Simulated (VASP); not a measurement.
# KCl (Pm-3m) in VASP: a series of runs, part 2 of 2

VASP 6.6.1. Earlier steps stand in the parts before.

## (3) Relaxation of cell and atoms, PBEsol, target pressure 10 GPa, at which the enthalpy is minimised

Input file INCAR:

```
SYSTEM = KCl
PREC = Accurate
ENCUT = 600
EDIFF = 1E-6
ISMEAR = -1
SIGMA = 0.05
LREAL = .False.
LASPH = .True.
NELM = 60
ALGO = Normal
ISIF = 3
LWAVE = .False.
LCHARG = .False.
GGA = PS
IBRION = 2
NSW = 80
EDIFFG = -0.005
PSTRESS = 100.0
```

Input file KPOINTS:

```
regular mesh
0
Gamma
  7 7 7
  0 0 0
```

Input file POSCAR:

```
KCl
1.0
    3.8391960000      0.0000000000      0.0000000000
    0.0000000000      3.8391960000      0.0000000000
    0.0000000000      0.0000000000      3.8391960000
K Cl
1 1
Direct
    0.0000000000      0.0000000000      0.0000000000
    0.5000000000      0.5000000000      0.5000000000
```

Potentials or basis: VASP PAW PBE potentials, release 64 (K_sv, Cl).

Run with:

```sh
cat potpaw_PBE.64/K_sv/POTCAR potpaw_PBE.64/Cl/POTCAR > POTCAR
mpirun -np 1 vasp_std > vasp.out
```

OUTCAR:

```text
SYSTEM = KCl
   PREC = Accurate
   ENCUT = 600
   EDIFF = 1E-6
   ISMEAR = -1
   LREAL = .False.
   LASPH = .True.
   NELM = 60
   ISIF = 3
   GGA = PS
   IBRION = 2
   NSW = 80
   EDIFFG = -0.005
   PSTRESS = 100.0

 ion  position               nearest neighbor table
   1  0.000  0.000  0.000-
   2  0.500  0.500  0.500-

  LATTYP: Found a simple cubic cell.
 ALAT       =     3.8391960000

  Lattice vectors:

 A1 = (   3.8391960000,   0.0000000000,   0.0000000000)
 A2 = (   0.0000000000,   3.8391960000,   0.0000000000)
 A3 = (   0.0000000000,   0.0000000000,   3.8391960000)

Analysis of symmetry for initial positions (statically):
=====================================================================
 Subroutine PRICEL returns:
 Original cell was already a primitive cell.

 Routine SETGRP: Setting up the symmetry group for a
 simple cubic supercell.

 Subroutine GETGRP returns: Found 48 space group operations
 (whereof 48 operations were pure point group operations)
 out of a pool of 48 trial point group operations.

The static configuration has the point symmetry O_h .

Analysis of symmetry for dynamics (positions and initial velocities):
=====================================================================
 Subroutine PRICEL returns:
 Original cell was already a primitive cell.

 Routine SETGRP: Setting up the symmetry group for a
 simple cubic supercell.

 Subroutine GETGRP returns: Found 48 space group operations
 (whereof 48 operations were pure point group operations)
 out of a pool of 48 trial point group operations.

The dynamic configuration has the point symmetry O_h .

 Subroutine INISYM returns: Found 48 space group operations
 (whereof 48 operations are pure point group operations),
 and found     1 'primitive' translations

----------------------------------------------------------------------------------------

                                     Primitive cell

  volume of cell :      56.5875

  direct lattice vectors                    reciprocal lattice vectors
     3.839196000  0.000000000  0.000000000     0.260471203  0.000000000  0.000000000
     0.000000000  3.839196000  0.000000000     0.000000000  0.260471203  0.000000000
     0.000000000  0.000000000  3.839196000     0.000000000  0.000000000  0.260471203

  length of vectors
     3.839196000  3.839196000  3.839196000     0.260471203  0.260471203  0.260471203

  position of ions in fractional coordinates (direct lattice)
     0.000000000  0.000000000  0.000000000
     0.500000000  0.500000000  0.500000000

  ion indices of the primitive-cell ions
   primitive index   ion index
                 1           1
                 2           2

----------------------------------------------------------------------------------------

 KPOINTS: regular mesh

Automatic generation of k-mesh.
 Grid dimensions read from file:
 generate k-points for:    7    7    7

 Generating k-lattice:

  Cartesian coordinates                     Fractional coordinates (reciprocal lattice)
     0.037210172  0.000000000  0.000000000     0.142857143  0.000000000  0.000000000
     0.000000000  0.037210172  0.000000000     0.000000000  0.142857143  0.000000000
     0.000000000  0.000000000  0.037210172     0.000000000  0.000000000  0.142857143

  Length of vectors
     0.037210172  0.037210172  0.037210172

  Shift w.r.t. Gamma in fractional coordinates (k-lattice)
     0.000000000  0.000000000  0.000000000

 Subroutine IBZKPT returns following result:
 ===========================================

 Found     20 irreducible k-points:

 Following reciprocal coordinates:
            Coordinates               Weight
  0.000000  0.000000  0.000000      1.000000
  0.142857  0.000000  0.000000      6.000000
  0.285714  0.000000  0.000000      6.000000
  0.428571  0.000000  0.000000      6.000000
  0.142857  0.142857  0.000000     12.000000
  0.285714  0.142857  0.000000     24.000000
[... 12 lines left out ...]
  0.428571  0.428571  0.285714     24.000000
  0.428571  0.428571  0.428571      8.000000
   k-points           NKPTS =     20   k-points in BZ     NKDIM =     20   number of bands    NBANDS=     12
   number of dos      NEDOS =    301   number of ions     NIONS =      2
   total plane-waves  NPLWV =  32768
   dimension x,y,z NGX =    32 NGY =   32 NGZ =   32
   dimension x,y,z NGXF=    64 NGYF=   64 NGZF=   64
   ions per type =               1   1
   NGX,Y,Z   is equivalent  to a cutoff of  13.86, 13.86, 13.86 a.u.
   NGXF,Y,Z  is equivalent  to a cutoff of  27.71, 27.71, 27.71 a.u.
 SYSTEM =  KCl
   PREC   = accura    normal or accurate (medium, high low for compatibility)
   ISTART =      0    job   : 0-new  1-cont  2-samecut
   ICHARG =      2    charge: 1-file 2-atom 10-const
   ISPIN  =      1    spin polarized calculation?
   LNONCOLLINEAR =      F non collinear calculations
   LSORBIT =      F    spin-orbit coupling
   LASPH  =      T    aspherical Exc in radial PAW
   ENCUT  =  600.0 eV  44.10 Ry    6.64 a.u.   7.67  7.67  7.67*2*pi/ulx,y,z
   NELM   =     60;   NELMIN=  2; NELMDL= -5     # of ELM steps
   EDIFF  = 0.1E-05   stopping-criterion for ELM
   LREAL  =      F    real-space projection
   EDIFFG = -.5E-02   stopping-criterion for IOM
   NSW    =     80    number of steps for IOM
   IBRION =      2    ionic relax: 0-MD 1-quasi-New 2-CG
   NFREE  =      1    steps in history (QN), initial steepest desc. (CG)
   ISIF   =      3    stress and relaxation
   ISYM   =      2    0-nonsym 1-usesym 2-fastsym
   POTIM  = 0.5000    time-step for ionic-motion
   TEBEG  =    0.0;   TEEND  =   0.0 temperature during run
   PSTRESS=  100.0 pullay stress
   NELECT =      16.0000    total number of electrons
   NUPDOWN=      -1.0000    fix difference up-down
   EMIN   =  10.00;   EMAX   =-10.00  energy-range for DOS
   EFERMI =   0.00;   METHOD = LEGACY
   ISMEAR =    -1;   SIGMA  =   0.05  broadening in eV -4-tet -1-fermi 0-gaus
   EFERMI_NEDOS =   21; number of points for ismear=-14 and -15
   IALGO  =     38    algorithm
   IMIX   =      4    mixing-type and parameters
     AMIX     =   0.40;   BMIX     =  1.00
     AMIX_MAG =   1.60;   BMIX_MAG =  1.00
  volume/ion in A,a.u.               =      28.29       190.94
  Fermi-wavevector in a.u.,A,eV,Ry     =   1.074504  2.030517 15.708715  1.154558
  Thomas-Fermi vector in A             =   2.210334
   LORBIT       =      0    0 simple, 1 ext, 2 COOP (PROOUT), +10 PAW based schemes
   GGA     = PS    functional components
   LHFCALC =     F    Hartree Fock is set to
   AEXX    =    0.0000 exact exchange contribution
   IVDW    =     0    specifies the selected vdW correction
   LEPSILON=     F    determine dielectric tensor
   LRPA    =     F    only Hartree local field effects (RPA)
 conjugate gradient relaxation of ions
 non-spin polarized calculation
  energy-cutoff  :      600.00
  volume of cell :       56.59
 maximum number of plane-waves:      1899
 NGX is ok and might be reduce to    32
   NGX = 15   NGY = 15   NGZ = 15

--------------------------------------- Ionic step        1  -------------------------------------------

 number of electron      16.0000002 magnetization

 Free energy of the ion-electron system (eV)
  ---------------------------------------------------
  ext. energy  EPLUGINS =         0.00000000
  ---------------------------------------------------
  free energy    TOTEN  =        -6.89645948 eV

  energy without entropy =       -6.89645948  energy(sigma->0) =       -6.89645948

 E-fermi :   0.2099     XC(G=0):  -8.2661

 val. band max:       -0.9248867264   @ k =   0.4286   0.4286   0.0000
 cond. band min:       3.7160032521   @ k =   0.0000   0.0000   0.0000
 fundamental gap:      4.6408899785
 Fermi energy:         0.2099309512

 k-point     1 :       0.0000    0.0000    0.0000
  band No.  band energies     occupation
      1     -28.7947      2.00000
      2     -13.4518      2.00000
      3     -12.2449      2.00000
      4     -12.2449      2.00000
      5     -12.2449      2.00000
      6      -1.1110      2.00000
      7      -1.1110      2.00000
      8      -1.1110      2.00000
      9       3.7160      0.00000
     10       5.5434      0.00000
     11       5.5434      0.00000
     12       9.7237      0.00000
[... 470 lines left out ...]
  enthalpy is  TOTEN    =        -4.0785637323 eV   P V=        2.5598782247

--------------------------------------- Ionic step        6  -------------------------------------------

 number of electron      16.0000000 magnetization

 Free energy of the ion-electron system (eV)
  ---------------------------------------------------
  ext. energy  EPLUGINS =         0.00000000
  ---------------------------------------------------
  free energy    TOTEN  =        -6.63458930 eV

  energy without entropy =       -6.63458930  energy(sigma->0) =       -6.63458930

 E-fermi :   2.1441     XC(G=0):  -9.8027

 val. band max:        1.0228676049   @ k =   0.4286   0.4286   0.0000
 cond. band min:       6.9141251781   @ k =   0.0000   0.0000   0.0000
 fundamental gap:      5.8912575732
 Fermi energy:         2.1440692789

 k-point     1 :       0.0000    0.0000    0.0000
  band No.  band energies     occupation
      1     -26.4777      2.00000
      2     -12.2664      2.00000
      3      -9.8227      2.00000
      4      -9.8227      2.00000
      5      -9.8227      2.00000
      6       0.8204      2.00000
      7       0.8204      2.00000
      8       0.8204      2.00000
      9       6.9141      0.00000
     10       6.9141      0.00000
     11       7.3900      0.00000
     12      12.4215      0.00000
[... 312 lines left out ...]
  FREE ENERGIE OF THE ION-ELECTRON SYSTEM (eV)
  ---------------------------------------------------
  free  energy   TOTEN  =        -6.6345893013 eV

  energy  without entropy=       -6.6345893013  energy(sigma->0) =       -6.63458930

  enthalpy is  TOTEN    =        -4.0785831748 eV   P V=        2.5560061265

 reached required accuracy - stopping structural energy minimisation
```

Wall time 20 s (1 thread of Intel Xeon 6975P-C (Granite Rapids), shared host); peak memory 0.19 GiB.

What came out:

```
Free energy                                            : -6.6346 eV
Relaxed volume                                         : 20.48 Å³/atom
Relaxed cell                                           : a = 3.447 Å, b = 3.447 Å, c = 3.447 Å, α = 90.00°, β = 90.00°, γ = 90.00°
Space group after relaxing (to 0.05 Å)                 : Pm-3m (No. 221)
Energy change on relaxing (the enthalpy is what falls) : +130.9 meV/atom
Ionic steps                                            : 6
Pressure after relaxing                                : 10.0 GPa
Band gap on the k mesh                                 : 5.89 eV, indirect (least direct gap 6.09 eV)
```

The path:
```tsv
step	energy change (eV)	largest force (eV/Å)	pressure (GPa)	volume (Å³)
1	0.0000	0.0000	-1.38	56.59
2	0.2195	0.0000	8.90	41.67
3	0.2596	0.0000	9.95	40.99
4	0.2773	0.0000	10.40	40.71
5	0.2580	0.0000	9.91	41.01
6	0.2619	0.0000	10.00	40.95
```

Final structure:
```cif
data_structure
_symmetry_space_group_name_H-M 'P 1'
_symmetry_Int_Tables_number 1
_cell_length_a 3.4469
_cell_length_b 3.4469
_cell_length_c 3.4469
_cell_angle_alpha 90.000
_cell_angle_beta 90.000
_cell_angle_gamma 90.000
_cell_volume 40.95
loop_
_atom_site_label
_atom_site_type_symbol
_atom_site_fract_x
_atom_site_fract_y
_atom_site_fract_z
_atom_site_occupancy
K1 K 0.00000 0.00000 0.00000 1
Cl1 Cl 0.50000 0.50000 0.50000 1
```

Caveat: the cell is relaxed towards a set pressure, so the enthalpy falls and the energy may rise; the volume moved by over 15 % at a fixed basis, so the end points are rough; the PAW data sets were made with another functional, which shifts forces and pressure a little. A k mesh can miss the band edges.

## (4) Relaxation of cell and atoms, PBEsol, target pressure 20 GPa, at which the enthalpy is minimised

Input file INCAR:

```
SYSTEM = KCl
PREC = Accurate
ENCUT = 600
EDIFF = 1E-6
ISMEAR = -1
SIGMA = 0.05
LREAL = .FALSE.
LASPH = .TRUE.
NELM = 80
ALGO = Normal
ISIF = 3
LWAVE = .FALSE.
LCHARG = .FALSE.
GGA = PS
IBRION = 2
NSW = 80
EDIFFG = -0.005
PSTRESS = 200.0
```

Input file KPOINTS:

```
regular mesh
0
G
  7 7 7
  0 0 0
```

POSCAR is that of step 3.

Run with:

```sh
cat potpaw_PBE.64/K_sv/POTCAR potpaw_PBE.64/Cl/POTCAR > POTCAR
mpirun -np 1 vasp_std > vasp.out
```

It took 23 s on 1 thread of Intel Xeon 6975P-C (Granite Rapids), shared host; peak memory 0.18 GiB.

Results (log left out):

- Free energy: -6.2131 eV
- Relaxed volume: 18.15 Å³/atom
- Relaxed cell: a = 3.311 Å, b = 3.311 Å, c = 3.311 Å, α = 90.00°, β = 90.00°, γ = 90.00°
- Space group after relaxing (to 0.05 Å): Pm-3m (No. 221)
- Energy change on relaxing (the enthalpy is what falls): +341.7 meV/atom
- Ionic steps: 6
- Pressure after relaxing: 20.0 GPa
- Band gap on the k mesh: 5.51 eV, indirect (least direct gap 5.69 eV)

Step by step:
| step | energy change (eV) | largest force (eV/Å) | pressure (GPa) | volume (Å³) |
| --- | --- | --- | --- | --- |
| 1 | 0.0000 | 0.0000 | -1.38 | 56.59 |
| 2 | 1.6762 | 0.0000 | 42.16 | 30.95 |
| 3 | 0.6638 | 0.0000 | 19.55 | 36.46 |
| 4 | 0.7069 | 0.0000 | 20.55 | 36.11 |
| 5 | 0.6683 | 0.0000 | 19.66 | 36.42 |
| 6 | 0.6834 | 0.0000 | 20.01 | 36.30 |

Final structure:
```yaml
crystal:
  lattice:
    - [3.31108, 0.00000, 0.00000]
    - [0.00000, 3.31108, 0.00000]
    - [0.00000, 0.00000, 3.31108]
  atoms:
    - { symbol: K, position: [0.00000, 0.00000, 0.00000] }
    - { symbol: Cl, position: [0.50000, 0.50000, 0.50000] }
```

Levels at points of the mesh, in eV from the valence-band top:
```csv
k point,band 6,band 7,band 8,band 9,band 10,band 11
"(0.00, 0.00, 0.00)",-0.17,-0.17,-0.17,5.51,5.51,7.31
```

Caveat: the cell is relaxed towards a set pressure, so the enthalpy falls and the energy may rise; the volume moved by over 15 % at a fixed basis, so the end points are rough; the PAW data sets were made with another functional, which shifts forces and pressure a little.

## (5) Relaxation of cell and atoms, PBEsol, target pressure 30 GPa, at which the enthalpy is minimised

Input file INCAR:

```
SYSTEM = KCl
PREC     = Accurate       ! precision mode
ENCUT    = 600            ! plane-wave cutoff, eV
EDIFF    = 1E-6           ! SCF threshold, eV
ISMEAR   = -1             ! smearing method
SIGMA    = 0.05           ! smearing width, eV
LREAL    = .FALSE.        ! projectors in reciprocal space
LASPH    = .TRUE.         ! aspherical terms in the spheres
NELM     = 60             ! most SCF steps
ALGO     = Normal         ! electronic algorithm
ISIF     = 3              ! what is computed and relaxed
LWAVE    = .FALSE.        ! write WAVECAR
LCHARG   = .FALSE.        ! write CHGCAR
GGA      = PS             ! functional
IBRION   = 2              ! ionic algorithm
NSW      = 80             ! ionic steps
EDIFFG   = -0.005         ! ionic threshold
PSTRESS  = 300.0
```

Input file KPOINTS:

```
Automatic mesh
0
G
  7 7 7
  0 0 0
```

POSCAR is that of step 4.

Run with:

```sh
cat potpaw_PBE.64/K_sv/POTCAR potpaw_PBE.64/Cl/POTCAR > POTCAR
mpirun -np 1 vasp_std > vasp.out
```

Wall time 22 s (1 thread of Intel Xeon 6975P-C (Granite Rapids), shared host); peak memory 0.19 GiB.

The run converged. Its results:

```yaml
Free_energy: -5.7661 eV
Relaxed_volume: 16.70 Å³/atom
Relaxed_cell: a = 3.220 Å, b = 3.220 Å, c = 3.220 Å, α = 90.00°, β = 90.00°, γ = 90.00°
Space_group_after_relaxing_to_0.05_Å: Pm-3m (No. 221)
Energy_change_on_relaxing_the_enthalpy_is_what_falls: +565.2 meV/atom
Ionic_steps: 5
Pressure_after_relaxing: 30.0 GPa
Band_gap_on_the_k_mesh: 5.19 eV, indirect (least direct gap 5.33 eV)
```

The path:
| step | energy change (eV) | largest force (eV/Å) | pressure (GPa) | volume (Å³) |
| --- | --- | --- | --- | --- |
| 1 | 0.0000 | 0.0000 | -1.38 | 56.59 |
| 2 | 6.1982 | 0.0000 | 147.71 | 22.25 |
| 3 | 0.9007 | 0.0000 | 24.92 | 34.74 |
| 4 | 1.0498 | 0.0000 | 28.24 | 33.84 |
| 5 | 1.1304 | 0.0000 | 30.04 | 33.40 |

Final structure:
```xyz
2
Lattice="3.2205 0.0000 0.0000 0.0000 3.2205 0.0000 0.0000 0.0000 3.2205" Properties=species:S:1:pos:R:3 pbc="T T T"
K     0.0000    0.0000    0.0000
Cl    1.6102    1.6102    1.6102
```

Levels at points of the mesh, in eV from the valence-band top:
```tsv
k point	band 4	band 5	band 6	band 7	band 8	band 9	band 10	band 11	band 12
(0.00, 0.00, 0.00)	-10.77	-10.77	-0.14	-0.14	-0.14	5.19	5.19	8.08	11.72
```

Caveat: the cell is relaxed towards a set pressure, so the enthalpy falls and the energy may rise; the volume moved by over 15 % at a fixed basis, so the end points are rough; the PAW data sets were made with another functional, which shifts forces and pressure a little. A k mesh can miss the band edges.

## (6) The runs side by side

```csv
cell,gap on the mesh (eV),pressure (GPa)
relaxed to 5 GPa,5.77,5.0
relaxed to 10 GPa,5.89,10.0
relaxed to 20 GPa,5.51,20.0
relaxed to 30 GPa,5.19,30.0
```

Alike in all rows: task relaxation of cell and atoms; level PBEsol; potentials or basis VASP PAW PBE potentials, release 64 (K_sv, Cl); no spin polarisation; k mesh 7 × 7 × 7; cutoff (eV) 600; smearing fermi-dirac 0.05 eV.

Caveats: the cell is relaxed towards a set pressure, so the enthalpy falls and the energy may rise; the volume moved by over 15 % at a fixed basis, so the end points are rough; the PAW data sets were made with another functional, which shifts forces and pressure a little.

Total energies depend on the potentials used, so only differences within one code and one set of settings carry meaning.
